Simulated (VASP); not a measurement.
ZrN: single point with PBE

The system is ZrN.

```
CELL_PARAMETERS angstrom
0.00000 2.30000 2.30000
2.30000 0.00000 2.30000
2.30000 2.30000 0.00000
ATOMIC_POSITIONS crystal
Zr 0.50000 0.50000 0.50000
N 0.00000 0.00000 0.00000
```

```yaml
Program: VASP 6.6.1
Task: single point
Functional: PBE
Potentials_or_basis: VASP PAW PBE potentials, release 64 (Zr_sv, N)
Cutoff: 600 eV
k_mesh: 16 × 16 × 16
Occupations: gaussian, width 0.05 eV
Spin: no spin polarisation
```

The pressure is -0.7 GPa and the band gap on the k mesh is zero (an odd number of electrons rules out a gap without spin polarisation).

Levels at points of the mesh, in eV from the Fermi level:
```tsv
k point	band 6	band 7	band 8	band 9	band 10	band 11	band 12	band 13
(0.00, 0.00, 0.00)	-2.64	-2.64	-2.64	-0.39	-0.39	-0.39	1.56	1.56
(0.50, 0.00, 0.00)	-7.60	-5.64	-5.64	2.98	3.04	3.04	4.71	7.61
(0.50, 0.50, 0.00)	-4.56	-3.44	-3.15	-3.15	3.33	4.46	4.46	4.85
```

Run time: 2.2 min on 1 thread of Intel Xeon 8259CL (shared host), peak memory 0.21 GiB.

Caveat: an odd number of electrons without spin polarisation forces a metal; a magnetic or distorted state may lie lower.
